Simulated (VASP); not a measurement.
NaH: electric field gradients with PBE

NaH:

```
CELL_PARAMETERS angstrom
0.00000 2.48786 2.48786
2.48786 0.00000 2.48786
2.48786 2.48786 0.00000
ATOMIC_POSITIONS crystal
Na 0.00000 0.00000 0.00000
H 0.50000 0.50000 0.50000
```

This cell differs from its parent crystal: volume scaled by 1.06.

```json
{"Program": "VASP 6.6.1", "Task": "electric field gradients", "Functional": "PBE", "Potentials or basis": "VASP PAW PBE potentials, release 64 (Na_pv, H)", "Cutoff": "520 eV", "k mesh": "9 × 9 × 9", "Occupations": "fermi-dirac, width 0.02 eV", "Spin": "no spin polarisation", "Dipole correction": "no", "Further INCAR settings": "ALGO = Normal; EDIFF = 1e-08; NBANDS = 11"}
```

| Quantity | Value |
| --- | --- |
| Pressure | -1.8 GPa |
| Band gap on the k mesh | 3.90 eV, indirect (least direct gap 4.57 eV) |

Levels at points of the mesh, in eV from the valence-band top:
```csv
k point,band 1,band 2,band 3,band 4,band 5,band 6,band 7,band 8,band 9
"(0.00, 0.00, 0.00)",-22.20,-22.20,-22.20,-3.32,9.73,15.02,15.02,15.02,15.68
```

It took 8.3 s on 1 thread of Intel(R) Xeon(R) Platinum 8488C (Sapphire Rapids), on a shared host, peak memory 0.15 GiB.

Caveat: without QUAD_EFG the Cq values of the log hold for a quadrupole moment of 1 mb, not for the nuclei. A k mesh can miss the band edges.
